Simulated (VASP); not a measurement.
# MgB2 (P6/mmm) in VASP: further runs, part 2 of 2

VASP 6.6.1. The steps go on from the part before.

## 3. Single point, PBE (volume scaled by 0.94, then relaxed in part)

Input file INCAR:

```
SYSTEM = MgB2
PREC = Accurate
ENCUT = 520
EDIFF = 1E-6
ISMEAR = 0
SIGMA = 0.1
LREAL = .False.
LASPH = .True.
NELM = 60
ALGO = Normal
ISIF = 2
LWAVE = .False.
LCHARG = .True.
GGA = PE
LELF = .True.
LVHAR = .True.
NBANDS = 11
```

Input file KPOINTS:

```
Automatic mesh
0
Gamma
  18 18 12
  0 0 0
```

Input file POSCAR:

```
MgB2
1.0
    3.0256420149      0.0000000000      0.0000000000
   -1.5128210075      2.6202828477      0.0000000000
    0.0000000000      0.0000000000      3.4219595456
Mg B
1 2
Direct
    0.0000000000      0.0000000000      0.0000000000
    0.3333333333      0.6666666667      0.5000000000
    0.6666666667      0.3333333333      0.5000000000
```

Potentials or basis: VASP PAW PBE potentials, release 64 (Mg, B).

Run with:

```bash
$ cat potpaw_PBE.64/Mg/POTCAR potpaw_PBE.64/B/POTCAR > POTCAR
$ mpirun -np 1 vasp_std > vasp.out
```

OUTCAR:

```text
SYSTEM = MgB2
   PREC = Accurate
   ENCUT = 520
   EDIFF = 1E-6
   ISMEAR = 0
   LREAL = .False.
   LASPH = .True.
   NELM = 60
   ISIF = 2
   GGA = PE

 ion  position               nearest neighbor table
   1  0.000  0.000  0.000-   2 2.45   3 2.45   2 2.45   3 2.45   3 2.45   3 2.45   2 2.45   2 2.45
                             3 2.45   3 2.45   2 2.45   2 2.45
   2  0.333  0.667  0.500-   3 1.75   3 1.75   3 1.75   1 2.45   1 2.45   1 2.45   1 2.45   1 2.45
                             1 2.45
   3  0.667  0.333  0.500-   2 1.75   2 1.75   2 1.75   1 2.45   1 2.45   1 2.45   1 2.45   1 2.45
                             1 2.45

  LATTYP: Found a hexagonal cell.
 ALAT       =     3.0256420149
 C/A-ratio  =     1.1309862597

  Lattice vectors:

 A1 = (   3.0256420149,   0.0000000000,   0.0000000000)
 A2 = (  -1.5128210075,   2.6202828477,   0.0000000000)
 A3 = (   0.0000000000,   0.0000000000,   3.4219595456)

Analysis of symmetry for initial positions (statically):
=====================================================================
 Subroutine PRICEL returns:
 Original cell was already a primitive cell.

 Routine SETGRP: Setting up the symmetry group for a
 hexagonal supercell.

 Subroutine GETGRP returns: Found 24 space group operations
 (whereof 24 operations were pure point group operations)
 out of a pool of 24 trial point group operations.

The static configuration has the point symmetry D_6h.

Analysis of symmetry for dynamics (positions and initial velocities):
=====================================================================
 Subroutine PRICEL returns:
 Original cell was already a primitive cell.

 Routine SETGRP: Setting up the symmetry group for a
 hexagonal supercell.

 Subroutine GETGRP returns: Found 24 space group operations
 (whereof 24 operations were pure point group operations)
 out of a pool of 24 trial point group operations.

The dynamic configuration has the point symmetry D_6h.

 Subroutine INISYM returns: Found 24 space group operations
 (whereof 24 operations are pure point group operations),
 and found     1 'primitive' translations

----------------------------------------------------------------------------------------

                                     Primitive cell

  volume of cell :      27.1294

  direct lattice vectors                    reciprocal lattice vectors
     3.025642015  0.000000000  0.000000000     0.330508367  0.190819094  0.000000000
    -1.512821007  2.620282848  0.000000000     0.000000000  0.381638189  0.000000000
     0.000000000  0.000000000  3.421959546     0.000000000  0.000000000  0.292230223

  length of vectors
     3.025642015  3.025642015  3.421959546     0.381638189  0.381638189  0.292230223

  position of ions in fractional coordinates (direct lattice)
     0.000000000  0.000000000  0.000000000
     0.333333333  0.666666667  0.500000000
     0.666666667  0.333333333  0.500000000

  ion indices of the primitive-cell ions
   primitive index   ion index
                 1           1
                 2           2
                 3           3

----------------------------------------------------------------------------------------

 KPOINTS: Automatic mesh

Automatic generation of k-mesh.
[... 49 lines left out ...]
   number of dos      NEDOS =    301   number of ions     NIONS =      3
   total plane-waves  NPLWV =  16128
   dimension x,y,z NGX =    24 NGY =   24 NGZ =   28
   dimension x,y,z NGXF=    48 NGYF=   48 NGZF=   56
   ions per type =               1   2
   NGX,Y,Z   is equivalent  to a cutoff of  13.19, 13.19, 13.60 a.u.
   NGXF,Y,Z  is equivalent  to a cutoff of  26.37, 26.37, 27.21 a.u.
 SYSTEM =  MgB2
   PREC   = accura    normal or accurate (medium, high low for compatibility)
   ISTART =      0    job   : 0-new  1-cont  2-samecut
   ICHARG =      2    charge: 1-file 2-atom 10-const
   ISPIN  =      1    spin polarized calculation?
   LNONCOLLINEAR =      F non collinear calculations
   LSORBIT =      F    spin-orbit coupling
   LASPH  =      T    aspherical Exc in radial PAW
   ENCUT  =  520.0 eV  38.22 Ry    6.18 a.u.   5.63  5.63  6.36*2*pi/ulx,y,z
   NELM   =     60;   NELMIN=  2; NELMDL= -5     # of ELM steps
   EDIFF  = 0.1E-05   stopping-criterion for ELM
   LREAL  =      F    real-space projection
   EDIFFG = 0.1E-04   stopping-criterion for IOM
   NSW    =      0    number of steps for IOM
   IBRION =     -1    ionic relax: 0-MD 1-quasi-New 2-CG
   NFREE  =      0    steps in history (QN), initial steepest desc. (CG)
   ISIF   =      2    stress and relaxation
   ISYM   =      2    0-nonsym 1-usesym 2-fastsym
   POTIM  = 0.5000    time-step for ionic-motion
   TEBEG  =    0.0;   TEEND  =   0.0 temperature during run
   PSTRESS=    0.0 pullay stress
   NELECT =       8.0000    total number of electrons
   NUPDOWN=      -1.0000    fix difference up-down
   EMIN   =  10.00;   EMAX   =-10.00  energy-range for DOS
   EFERMI =   0.00;   METHOD = LEGACY
   ISMEAR =     0;   SIGMA  =   0.10  broadening in eV -4-tet -1-fermi 0-gaus
   EFERMI_NEDOS =   21; number of points for ismear=-14 and -15
   IALGO  =     38    algorithm
   IMIX   =      4    mixing-type and parameters
     AMIX     =   0.40;   BMIX     =  1.00
     AMIX_MAG =   1.60;   BMIX_MAG =  1.00
  volume/ion in A,a.u.               =       9.04        61.03
  Fermi-wavevector in a.u.,A,eV,Ry     =   1.089661  2.059160 16.155020  1.187360
  Thomas-Fermi vector in A             =   2.225869
   LORBIT       =      0    0 simple, 1 ext, 2 COOP (PROOUT), +10 PAW based schemes
   GGA     = PE    functional components
   LHFCALC =     F    Hartree Fock is set to
   AEXX    =    0.0000 exact exchange contribution
   IVDW    =     0    specifies the selected vdW correction
   LEPSILON=     F    determine dielectric tensor
   LRPA    =     F    only Hartree local field effects (RPA)
 non-spin polarized calculation
 Gauss-broadening in eV      SIGMA  =   0.10
  energy-cutoff  :      520.00
  volume of cell :       27.13
 maximum number of plane-waves:       747
 NGX is ok and might be reduce to    24
   NGX = 11   NGY = 11   NGZ = 13

 number of electron       8.0000000 magnetization

 Free energy of the ion-electron system (eV)
  ---------------------------------------------------
  ext. energy  EPLUGINS =         0.00000000
  ---------------------------------------------------
  free energy    TOTEN  =       -15.27689845 eV

  energy without entropy =      -15.27402828  energy(sigma->0) =      -15.27546337

 E-fermi :   5.7130     XC(G=0): -11.1843

 val. band max:        5.6964927610   @ k =   0.1111   0.0000   0.1667
 cond. band min:       5.7540795898   @ k =   0.4444   0.0000   0.0000
 fundamental gap:      0.0575868288
 Fermi energy:         5.7130159432

 k-point     1 :       0.0000    0.0000    0.0000
  band No.  band energies     occupation
      1      -7.0757      2.00000
      2       2.7804      2.00000
      3       6.0996      0.00000
      4       6.0996      0.00000
      5       7.7376      0.00000
      6      12.2421      0.00000
      7      12.2421      0.00000
      8      14.4047      0.00000
      9      16.2221      0.00000
     10      19.0445      0.00000
     11      22.5708      0.00000
[... 309 lines left out ...]
 k-point    24 :       0.3889    0.1111    0.0000
  band No.  band energies     occupation
      1      -3.4932      2.00000
      2      -1.5285      2.00000
      3       2.5865      2.00000
      4       5.9279      0.00238
      5       9.2851      0.00000
      6      10.5447      0.00000
      7      11.6569      0.00000
      8      14.0115      0.00000
      9      17.2933      0.00000
     10      19.3601      0.00000
     11      20.3845      0.00000

 [... further k-points ...]

------------------------ aborting loop because EDIFF is reached ----------------------------------------

  FORCE on cell =-STRESS in cart. coord.  units (eV):
  Direction    XX          YY          ZZ          XY          YZ          ZX
  --------------------------------------------------------------------------------------
  -------------------------------------------------------------------------------------
  Total        1.6581608      1.6581608      1.6163607     -0.0000000     -0.0000000     -0.0000000
  in kB       97.9256926     97.9256926     95.4571062     -0.0000000     -0.0000000     -0.0000000
  external PRESSURE =      97.1028305 kB  Pullay stress =       0.0000000 kB

 VOLUME and BASIS-vectors are now :
 -----------------------------------------------------------------------------
  energy-cutoff  :      520.00
  volume of cell :       27.13
      direct lattice vectors                 reciprocal lattice vectors
     3.025642015  0.000000000  0.000000000     0.330508367  0.190819094  0.000000000
    -1.512821007  2.620282848  0.000000000     0.000000000  0.381638189  0.000000000
     0.000000000  0.000000000  3.421959546     0.000000000  0.000000000  0.292230223

 POSITION                                       TOTAL-FORCE (eV/Angst)
 -----------------------------------------------------------------------------------
      0.00000      0.00000      0.00000        -0.000000      0.000000      0.000000
     -0.00000      1.74686      1.71098         0.000000     -0.000000      0.000000
      1.51282      0.87343      1.71098        -0.000000      0.000000     -0.000000
 -----------------------------------------------------------------------------------
    total drift:                                0.000000     -0.000000      0.000000

  FREE ENERGIE OF THE ION-ELECTRON SYSTEM (eV)
  ---------------------------------------------------
  free  energy   TOTEN  =       -15.2768984542 eV

  energy  without entropy=      -15.2740282783  energy(sigma->0) =      -15.27546337
```

OSZICAR:

```text
N       E                     dE             d eps       ncg     rms          rms(c)
DAV:   1     0.420329444664E+01    0.42033E+01   -0.38787E+03  6130   0.619E+02
DAV:   2    -0.165154605660E+02   -0.20719E+02   -0.19532E+02  7143   0.109E+02
DAV:   3    -0.170486358566E+02   -0.53318E+00   -0.52601E+00  7422   0.142E+01
DAV:   4    -0.170499602733E+02   -0.13244E-02   -0.13243E-02  6642   0.757E-01
DAV:   5    -0.170499650982E+02   -0.48250E-05   -0.48250E-05  7011   0.491E-02    0.547E+00
DAV:   6    -0.155480034486E+02    0.15020E+01   -0.17955E+00  6456   0.643E+00    0.264E+00
DAV:   7    -0.152829750109E+02    0.26503E+00   -0.10103E+00  6705   0.479E+00    0.799E-01
DAV:   8    -0.152878786625E+02   -0.49037E-02   -0.11275E-01  6355   0.186E+00    0.421E-01
DAV:   9    -0.152770862101E+02    0.10792E-01   -0.23397E-02  6325   0.719E-01    0.756E-02
DAV:  10    -0.152769091661E+02    0.17704E-03   -0.17047E-03  6930   0.228E-01    0.264E-02
DAV:  11    -0.152768990030E+02    0.10163E-04   -0.88963E-05  6375   0.578E-02    0.398E-03
DAV:  12    -0.152768984542E+02    0.54882E-06   -0.49071E-06  6404   0.112E-02
   1 F= -.15276898E+02 E0= -.15275463E+02  d E =-.287018E-02
```

Wall time 21 s (1 thread of Intel Xeon 6975P-C (Granite Rapids), shared host); peak memory 0.21 GiB.

What came out:

| Property | Result |
| --- | --- |
| Free energy | -15.2769 eV |
| Pressure | 9.7 GPa |
| Band gap on the k mesh | zero (band 4 reaches 7.65 eV, above the bottom of band 5 at 3.61 eV) |

Stress tensor (GPa, compression positive):
```
9.79 0.00 0.00
0.00 9.79 0.00
0.00 0.00 9.55
```

## 4. Single point, PBE (volume scaled by 0.97, then relaxed in part)

Input file INCAR:

```
SYSTEM = MgB2
PREC     = Accurate       ! precision mode
ENCUT    = 520            ! plane-wave cutoff, eV
EDIFF    = 1E-7           ! SCF threshold, eV
ISMEAR   = 0              ! smearing method
SIGMA    = 0.1            ! smearing width, eV
LREAL    = .FALSE.        ! projectors in reciprocal space
LASPH    = .TRUE.         ! aspherical terms in the spheres
NELM     = 60             ! most SCF steps
ALGO     = Normal         ! electronic algorithm
ISIF     = 2              ! what is computed and relaxed
LWAVE    = .FALSE.        ! write WAVECAR
LCHARG   = .FALSE.        ! write CHGCAR
GGA      = PE             ! functional
NBANDS   = 11             ! bands
```

Input file KPOINTS:

```
regular mesh
0
G
  18 18 12
  0 0 0
```

Input file POSCAR:

```
MgB2
1.0
    3.0511588129      0.0000000000      0.0000000000
   -1.5255794064      2.6423810430      0.0000000000
    0.0000000000      0.0000000000      3.4723557221
Mg B
1 2
Direct
    0.0000000000      0.0000000000      0.0000000000
    0.3333333333      0.6666666667      0.5000000000
    0.6666666667      0.3333333333      0.5000000000
```

Potentials or basis: VASP PAW PBE potentials, release 64 (Mg, B).

Run with:

```bash
$ cat potpaw_PBE.64/Mg/POTCAR potpaw_PBE.64/B/POTCAR > POTCAR
$ mpirun -np 1 vasp_std > vasp.out
```

OUTCAR:

```text
SYSTEM = MgB2
   PREC = Accurate
   ENCUT = 520
   EDIFF = 1E-7
   ISMEAR = 0
   LREAL = .FALSE.
   LASPH = .TRUE.
   NELM = 60
   ISIF = 2
   GGA = PE

 ion  position               nearest neighbor table
   1  0.000  0.000  0.000-   2 2.47   3 2.47   2 2.47   3 2.47   3 2.47   3 2.47   2 2.47   2 2.47
                             3 2.47   3 2.47   2 2.47   2 2.47
   2  0.333  0.667  0.500-   3 1.76   3 1.76   3 1.76   1 2.47   1 2.47   1 2.47   1 2.47   1 2.47
                             1 2.47
   3  0.667  0.333  0.500-   2 1.76   2 1.76   2 1.76   1 2.47   1 2.47   1 2.47   1 2.47   1 2.47
                             1 2.47

[... 536 lines left out ...]
  --------------------------------------------------------------------------------------
  -------------------------------------------------------------------------------------
  Total        0.7761164      0.7761164      0.7414115      0.0000000      0.0000000      0.0000000
  in kB       44.4173827     44.4173827     42.4312122      0.0000000      0.0000000      0.0000000
  external PRESSURE =      43.7553259 kB  Pullay stress =       0.0000000 kB

 VOLUME and BASIS-vectors are now :
 -----------------------------------------------------------------------------
  energy-cutoff  :      520.00
  volume of cell :       28.00
      direct lattice vectors                 reciprocal lattice vectors
     3.051158813  0.000000000  0.000000000     0.327744330  0.189223277  0.000000000
    -1.525579406  2.642381043  0.000000000     0.000000000  0.378446554  0.000000000
     0.000000000  0.000000000  3.472355722     0.000000000  0.000000000  0.287988927

 POSITION                                       TOTAL-FORCE (eV/Angst)
 -----------------------------------------------------------------------------------
      0.00000      0.00000      0.00000         0.000000      0.000000      0.000000
     -0.00000      1.76159      1.73618        -0.000000      0.000000     -0.000000
      1.52558      0.88079      1.73618        -0.000000      0.000000      0.000000
 -----------------------------------------------------------------------------------
    total drift:                                0.000000     -0.000000     -0.000000

  FREE ENERGIE OF THE ION-ELECTRON SYSTEM (eV)
  ---------------------------------------------------
  free  energy   TOTEN  =       -15.3148270275 eV

  energy  without entropy=      -15.3118953602  energy(sigma->0) =      -15.31336119
```

stdout:

```text
POSCAR found type information on POSCAR MgB
 POSCAR found :  2 types and       3 ions
 scaLAPACK will be used
 LDA part: xc-table for (Slater+PW92), standard interpolation
 POSCAR, INCAR and KPOINTS ok, starting setup
 FFT: planning ... GRIDC
 FFT: planning ... GRID_SOFT
 FFT: planning ... GRID
 WAVECAR not read
 entering main loop
```

It took 22 s on 1 thread of Intel Xeon 6975P-C (Granite Rapids), shared host; peak memory 0.21 GiB.

What came out:

```
Free energy            : -15.3148 eV
Pressure               : 4.4 GPa
Band gap on the k mesh : zero (band 4 reaches 7.36 eV, above the bottom of band 5 at 3.45 eV)
```

Stress tensor (GPa, compression positive):
```
4.44 0.00 0.00
0.00 4.44 0.00
0.00 0.00 4.24
```

## 5. Overview

| cell | gap on the mesh (eV) | pressure (GPa) |
| --- | --- | --- |
| a = 2.999, b = 2.999, c = 3.371 Å, angles 90.0, 90.0, 120.0°, 3 atoms | none | 15.9 |
| a = 3.026, b = 3.026, c = 3.422 Å, angles 90.0, 90.0, 120.0°, 3 atoms | none | 9.7 |
| a = 3.051, b = 3.051, c = 3.472 Å, angles 90.0, 90.0, 120.0°, 3 atoms | none | 4.4 |

Alike in all rows: task single point; level PBE; potentials or basis VASP PAW PBE potentials, release 64 (Mg, B); no spin polarisation; k mesh 18 × 18 × 12; cutoff (eV) 520; smearing gaussian 0.1 eV.

Total energies depend on the potentials used, so only differences within one code and one set of settings carry meaning.
